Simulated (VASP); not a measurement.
# Mo (I4/mmm) in VASP: further runs

Runs on Mo. Level: LDA. Tasks: single point.

Everything below comes from runs of VASP 6.6.1. Logs are shortened: lines on timing, memory, paths and dates and some standing lists are left out, and cuts for length are marked.

### 1 The cell of the first run

It takes space group I4/mmm (No. 139, tetragonal). The conventional cell has a = 3.142 Å, b = 3.142 Å, c = 2.985 Å, α = 90.00°, β = 90.00°, γ = 90.00°. Mo (site symmetry 4/mmm) has 14 Mo at 2.68 to 3.14 Å within 3.5 Å.

### 2 Single point, LDA (strain -0.0500 x Voigt [0, 0, 1, 0, 0, 0])

The input, INCAR:

```
SYSTEM = Mo
PREC     = Accurate       ! precision mode
ENCUT    = 520            ! plane-wave cutoff, eV
EDIFF    = 1E-6           ! SCF threshold, eV
ISMEAR   = 0              ! smearing method
SIGMA    = 0.15           ! smearing width, eV
LREAL    = .False.        ! projectors in reciprocal space
LASPH    = .True.         ! aspherical terms in the spheres
NELM     = 60             ! most SCF steps
ALGO     = Fast           ! electronic algorithm
ISIF     = 2              ! what is computed and relaxed
LWAVE    = .False.        ! write WAVECAR
LCHARG   = .False.        ! write CHGCAR
GGA      = CA             ! functional
NBANDS   = 13             ! bands
```

The input, KPOINTS:

```
regular mesh
0
Gamma
  22 22 22
  0 0 0
```

The input, POSCAR:

```
Mo
1.0
   -1.5710000000      1.5710000000      1.4924500000
    1.5710000000     -1.5710000000      1.4924500000
    1.5710000000      1.5710000000     -1.4924500000
Mo
1
Direct
    0.0000000000      0.0000000000      0.0000000000
```

Potentials or basis: VASP PAW LDA potentials, release 64 (Mo_sv).

Started as:

```bash
$ cat potpaw_LDA.64/Mo_sv/POTCAR > POTCAR
$ mpirun -np 1 vasp_std > vasp.out
```

OUTCAR:

```text
SYSTEM = Mo
   PREC = Accurate
   ENCUT = 520
   EDIFF = 1E-6
   ISMEAR = 0
   LREAL = .False.
   LASPH = .True.
   NELM = 60
   ISIF = 2
   GGA = CA

 ion  position               nearest neighbor table
   1  0.000  0.000  0.000-

  LATTYP: Found a body centered tetragonal cell.
 ALAT       =     3.1420000000
 C/A-ratio  =     0.9500000000

  Lattice vectors:

 A1 = (  -1.5710000000,   1.5710000000,   1.4924500000)
 A2 = (   1.5710000000,  -1.5710000000,   1.4924500000)
 A3 = (   1.5710000000,   1.5710000000,  -1.4924500000)

Analysis of symmetry for initial positions (statically):
=====================================================================
 Subroutine PRICEL returns:
 Original cell was already a primitive cell.

 Routine SETGRP: Setting up the symmetry group for a
 body centered tetragonal supercell.

 Subroutine GETGRP returns: Found 16 space group operations
 (whereof 16 operations were pure point group operations)
 out of a pool of 16 trial point group operations.

The static configuration has the point symmetry D_4h.

Analysis of symmetry for dynamics (positions and initial velocities):
=====================================================================
 Subroutine PRICEL returns:
 Original cell was already a primitive cell.

 Routine SETGRP: Setting up the symmetry group for a
 body centered tetragonal supercell.

 Subroutine GETGRP returns: Found 16 space group operations
 (whereof 16 operations were pure point group operations)
 out of a pool of 16 trial point group operations.

The dynamic configuration has the point symmetry D_4h.

 Subroutine INISYM returns: Found 16 space group operations
 (whereof 16 operations are pure point group operations),
 and found     1 'primitive' translations

----------------------------------------------------------------------------------------

                                     Primitive cell

  volume of cell :      14.7337

  direct lattice vectors                    reciprocal lattice vectors
    -1.571000000  1.571000000  1.492450000     0.000000000  0.318268619  0.335019599
     1.571000000 -1.571000000  1.492450000     0.318268619  0.000000000  0.335019599
     1.571000000  1.571000000 -1.492450000     0.318268619  0.318268619  0.000000000

  length of vectors
     2.676469503  2.676469503  2.676469503     0.462096359  0.462096359  0.450099797

  position of ions in fractional coordinates (direct lattice)
     0.000000000  0.000000000  0.000000000

  ion indices of the primitive-cell ions
   primitive index   ion index
                 1           1

----------------------------------------------------------------------------------------

 KPOINTS: regular mesh

Automatic generation of k-mesh.
 Grid dimensions read from file:
 generate k-points for:   22   22   22

 Generating k-lattice:

  Cartesian coordinates                     Fractional coordinates (reciprocal lattice)
     0.000000000  0.014466755  0.015228164     0.045454545  0.000000000  0.000000000
     0.014466755  0.000000000  0.015228164     0.000000000  0.045454545  0.000000000
     0.014466755  0.014466755  0.000000000     0.000000000  0.000000000  0.045454545

  Length of vectors
     0.021004380  0.021004380  0.020459082

  Shift w.r.t. Gamma in fractional coordinates (k-lattice)
     0.000000000  0.000000000  0.000000000

 Subroutine IBZKPT returns following result:
 ===========================================

 Found    834 irreducible k-points:

 Following reciprocal coordinates:
            Coordinates               Weight
  0.000000  0.000000  0.000000      1.000000
  0.045455  0.000000  0.000000      8.000000
  0.090909  0.000000  0.000000      8.000000
  0.136364  0.000000  0.000000      8.000000
  0.181818  0.000000  0.000000      8.000000
  0.227273  0.000000 -0.000000      8.000000
[... 16 lines left out ...]
  0.500000  0.045455 -0.000000     16.000000
 -0.454545  0.045455  0.000000     16.000000
 [... further k-points ...]
   k-points           NKPTS =    834   k-points in BZ     NKDIM =    834   number of bands    NBANDS=     13
   number of dos      NEDOS =    301   number of ions     NIONS =      1
   total plane-waves  NPLWV =   8000
   dimension x,y,z NGX =    20 NGY =   20 NGZ =   20
   dimension x,y,z NGXF=    40 NGYF=   40 NGZF=   40
   ions per type =               1
   NGX,Y,Z   is equivalent  to a cutoff of  12.42, 12.42, 12.42 a.u.
   NGXF,Y,Z  is equivalent  to a cutoff of  24.85, 24.85, 24.85 a.u.
 SYSTEM =  Mo
   PREC   = accura    normal or accurate (medium, high low for compatibility)
   ISTART =      0    job   : 0-new  1-cont  2-samecut
   ICHARG =      2    charge: 1-file 2-atom 10-const
   ISPIN  =      1    spin polarized calculation?
   LNONCOLLINEAR =      F non collinear calculations
   LSORBIT =      F    spin-orbit coupling
   LASPH  =      T    aspherical Exc in radial PAW
   ENCUT  =  520.0 eV  38.22 Ry    6.18 a.u.   4.98  4.98  4.98*2*pi/ulx,y,z
   NELM   =     60;   NELMIN=  2; NELMDL= -5     # of ELM steps
   EDIFF  = 0.1E-05   stopping-criterion for ELM
   LREAL  =      F    real-space projection
   EDIFFG = 0.1E-04   stopping-criterion for IOM
   NSW    =      0    number of steps for IOM
   IBRION =     -1    ionic relax: 0-MD 1-quasi-New 2-CG
   NFREE  =      0    steps in history (QN), initial steepest desc. (CG)
   ISIF   =      2    stress and relaxation
   ISYM   =      2    0-nonsym 1-usesym 2-fastsym
   POTIM  = 0.5000    time-step for ionic-motion
   TEBEG  =    0.0;   TEEND  =   0.0 temperature during run
   PSTRESS=    0.0 pullay stress
   NELECT =      14.0000    total number of electrons
   NUPDOWN=      -1.0000    fix difference up-down
   EMIN   =  10.00;   EMAX   =-10.00  energy-range for DOS
   EFERMI =   0.00;   METHOD = LEGACY
   ISMEAR =     0;   SIGMA  =   0.15  broadening in eV -4-tet -1-fermi 0-gaus
   EFERMI_NEDOS =   21; number of points for ismear=-14 and -15
   IALGO  =     68    algorithm
   IMIX   =      4    mixing-type and parameters
     AMIX     =   0.40;   BMIX     =  1.00
     AMIX_MAG =   1.60;   BMIX_MAG =  1.00
  volume/ion in A,a.u.               =      14.73        99.43
  Fermi-wavevector in a.u.,A,eV,Ry     =   1.609460  3.041438 35.243998  2.590361
  Thomas-Fermi vector in A             =   2.705166
   LORBIT       =      0    0 simple, 1 ext, 2 COOP (PROOUT), +10 PAW based schemes
   GGA     = CA    functional components
   LHFCALC =     F    Hartree Fock is set to
   AEXX    =    0.0000 exact exchange contribution
   IVDW    =     0    specifies the selected vdW correction
   LEPSILON=     F    determine dielectric tensor
   LRPA    =     F    only Hartree local field effects (RPA)
 non-spin polarized calculation
 RMM-DIIS sequential band-by-band and
 Gauss-broadening in eV      SIGMA  =   0.15
  energy-cutoff  :      520.00
  volume of cell :       14.73
 maximum number of plane-waves:       418
   NGX =  9   NGY =  9   NGZ =  9

 number of electron      14.0000000 magnetization

 Free energy of the ion-electron system (eV)
  ---------------------------------------------------
  ext. energy  EPLUGINS =         0.00000000
  ---------------------------------------------------
  free energy    TOTEN  =       -12.09542295 eV

  energy without entropy =      -12.08840790  energy(sigma->0) =      -12.09191542

 E-fermi :  13.4575     XC(G=0): -13.9356

 val. band max:       13.4568847297   @ k =  -0.4091   0.4091   0.0455
 cond. band min:      13.4669069796   @ k =  -0.1818   0.1818   0.0909
 fundamental gap:      0.0100222499
 Fermi energy:        13.4575455575

 k-point     1 :       0.0000    0.0000    0.0000
  band No.  band energies     occupation
      1     -47.5015      2.00000
      2     -20.7981      2.00000
      3     -20.7981      2.00000
      4     -20.7705      2.00000
      5       6.0405      2.00000
      6      11.5447      2.00000
      7      12.2014      2.00000
      8      12.2014      2.00000
      9      14.7243      0.00000
     10      15.5835      0.00000
     11      28.0379      0.00000
     12      28.0379      0.00000
     13      29.0887      0.00000

 k-point     2 :       0.0455    0.0000    0.0000
  band No.  band energies     occupation
      1     -47.4946      2.00000
      2     -20.8257      2.00000
      3     -20.8099      2.00000
      4     -20.7814      2.00000
      5       6.1416      2.00000
      6      11.5605      2.00000
      7      12.1855      2.00000
      8      12.2180      2.00000
      9      14.7153      0.00000
     10      15.5100      0.00000
     11      28.2005      0.00000
     12      28.2116      0.00000
     13      29.2134      0.00000

 k-point     3 :       0.0909    0.0000    0.0000
  band No.  band energies     occupation
      1     -47.4744      2.00000
      2     -20.9310      2.00000
      3     -20.8442      2.00000
      4     -20.7879      2.00000
      5       6.4341      2.00000
      6      11.5176      2.00000
      7      12.1269      2.00000
      8      12.3651      2.00000
      9      14.6890      0.00000
     10      15.3465      0.00000
     11      28.5962      0.00000
     12      28.7214      0.00000
     13      29.5804      0.00000

 k-point     4 :       0.1364    0.0000    0.0000
  band No.  band energies     occupation
      1     -47.4423      2.00000
      2     -21.0992      2.00000
      3     -20.8978      2.00000
      4     -20.7934      2.00000
      5       6.8826      2.00000
      6      11.3265      2.00000
      7      12.0082      2.00000
      8      12.7516      2.00000
      9      14.6603      0.00000
     10      15.2109      0.00000
     11      28.9990      0.00000
     12      29.5374      0.00000
     13      30.1229      0.00000

 k-point     5 :       0.1818    0.0000    0.0000
  band No.  band energies     occupation
      1     -47.4010      2.00000
      2     -21.3119      2.00000
      3     -20.9660      2.00000
      4     -20.7998      2.00000
      5       7.4156      2.00000
      6      11.0395      2.00000
      7      11.8592      2.00000
      8      13.3462      1.70618
      9      14.6777      0.00000
     10      15.1719      0.00000
     11      29.1541      0.00000
     12      30.6192      0.00000
     13      30.6253      0.00000
[... 257 lines left out ...]
 k-point    22 :       0.4545    0.0455   -0.0000
  band No.  band energies     occupation
      1     -47.1501      2.00000
      2     -22.4741      2.00000
      3     -21.3609      2.00000
      4     -20.8514      2.00000
      5       7.7935      2.00000
      6       9.5702      2.00000
      7      14.8325      0.00000
      8      15.5196      0.00000
      9      16.5233      0.00000
     10      18.7964      0.00000
     11      25.6473      0.00000
     12      26.2000      0.00000
     13      31.0469      0.00000

 k-point    23 :       0.5000    0.0455   -0.0000
  band No.  band energies     occupation
      1     -47.1505      2.00000
      2     -22.4723      2.00000
      3     -21.3613      2.00000
      4     -20.8502      2.00000
      5       7.7948      2.00000
      6       9.5735      2.00000
      7      14.9847      0.00000
      8      15.3328      0.00000
      9      16.5154      0.00000
     10      18.8079      0.00000
     11      25.6170      0.00000
     12      26.2728      0.00000
     13      31.0368      0.00000

 k-point    24 :      -0.4545    0.0455    0.0000
  band No.  band energies     occupation
      1     -47.1653      2.00000
      2     -22.4083      2.00000
      3     -21.3396      2.00000
      4     -20.8467      2.00000
      5       7.8837      2.00000
      6       9.6502      2.00000
      7      14.5327      0.00000
      8      15.3167      0.00000
      9      16.2982      0.00000
     10      18.3568      0.00000
     11      25.8383      0.00000
     12      26.9161      0.00000
     13      31.6748      0.00000

 [... further k-points ...]

------------------------ aborting loop because EDIFF is reached ----------------------------------------

  FORCE on cell =-STRESS in cart. coord.  units (eV):
  Direction    XX          YY          ZZ          XY          YZ          ZX
  --------------------------------------------------------------------------------------
  -------------------------------------------------------------------------------------
  Total        0.2202431      0.2202431      1.8644174      0.0000000      0.0000000      0.0000000
  in kB       23.9497343     23.9497343    202.7409918      0.0000000      0.0000000      0.0000000
  external PRESSURE =      83.5468201 kB  Pullay stress =       0.0000000 kB

 VOLUME and BASIS-vectors are now :
 -----------------------------------------------------------------------------
  energy-cutoff  :      520.00
  volume of cell :       14.73
      direct lattice vectors                 reciprocal lattice vectors
    -1.571000000  1.571000000  1.492450000     0.000000000  0.318268619  0.335019599
     1.571000000 -1.571000000  1.492450000     0.318268619  0.000000000  0.335019599
     1.571000000  1.571000000 -1.492450000     0.318268619  0.318268619  0.000000000

 POSITION                                       TOTAL-FORCE (eV/Angst)
 -----------------------------------------------------------------------------------
      0.00000      0.00000      0.00000        -0.000000      0.000000     -0.000000
 -----------------------------------------------------------------------------------
    total drift:                                0.000000     -0.000000     -0.000000

  FREE ENERGIE OF THE ION-ELECTRON SYSTEM (eV)
  ---------------------------------------------------
  free  energy   TOTEN  =       -12.0954229491 eV

  energy  without entropy=      -12.0884078994  energy(sigma->0) =      -12.09191542
```

Run time: 64 s. Hardware: 1 thread of Intel Xeon Platinum 8488C (Sapphire Rapids), shared host; peak memory 0.24 GiB.

Results:

- Free energy: -12.0954 eV
- Pressure: 8.4 GPa
- Band gap on the k mesh: zero (bands 7 and 8 overlap by 5.71 eV)

Caveat: the cell differs from its parent crystal (strain -0.0500 x Voigt [0, 0, 1, 0, 0, 0]); the stress differs along the axes, from 2 to 20 GPa.

### 3 Single point, LDA (strain +0.0250 x Voigt [0, 0, 1, 0, 0, 0])

The input, INCAR:

```
SYSTEM = Mo
  PREC = Accurate
  ENCUT = 520
  EDIFF = 1E-6
  ISMEAR = 0
  SIGMA = 0.15
  LREAL = .False.
  LASPH = .True.
  NELM = 60
  ALGO = Fast
  ISIF = 2
  LWAVE = .False.
  LCHARG = .False.
  GGA = CA
  NBANDS = 13
```

KPOINTS is that of step 2.

The input, POSCAR:

```
Mo
1.0
   -1.5710000000      1.5710000000      1.6102750000
    1.5710000000     -1.5710000000      1.6102750000
    1.5710000000      1.5710000000     -1.6102750000
Mo
1
Direct
    0.0000000000      0.0000000000      0.0000000000
```

Potentials or basis: VASP PAW LDA potentials, release 64 (Mo_sv).

Started as:

```bash
$ cat potpaw_LDA.64/Mo_sv/POTCAR > POTCAR
$ mpirun -np 1 vasp_std > vasp.out
```

It took 64 s on 1 thread of Intel Xeon Platinum 8488C (Sapphire Rapids), shared host; peak memory 0.25 GiB.

It converged, with:

| Item | Value |
| --- | --- |
| Free energy | -12.0947 eV |
| Pressure | -13.1 GPa |
| Band gap on the k mesh | zero (bands 7 and 8 overlap by 5.03 eV) |

Stress tensor (GPa, compression positive):
```
-10.73   0.00   0.00
  0.00 -10.73   0.00
  0.00   0.00 -17.74
```

Levels at points of the mesh, in eV from the Fermi level:
```tsv
k point	band 4	band 5	band 6	band 7	band 8	band 9	band 10	band 11
(0.00, 0.00, 0.00)	-34.40	-7.16	-1.42	-1.42	-1.14	1.42	1.77	14.51
(0.50, 0.00, 0.00)	-34.40	-5.21	-3.22	1.47	1.56	2.23	4.65	11.30
(0.50, 0.50, 0.00)	-34.43	-5.25	-3.51	1.76	1.87	2.36	4.71	11.54
(0.50, 0.50, 0.50)	-35.31	-5.36	-5.29	3.87	3.96	3.96	8.51	9.15
```

Caveat: the cell differs from its parent crystal (strain +0.0250 x Voigt [0, 0, 1, 0, 0, 0]); the stress differs along the axes, from -18 to -11 GPa.
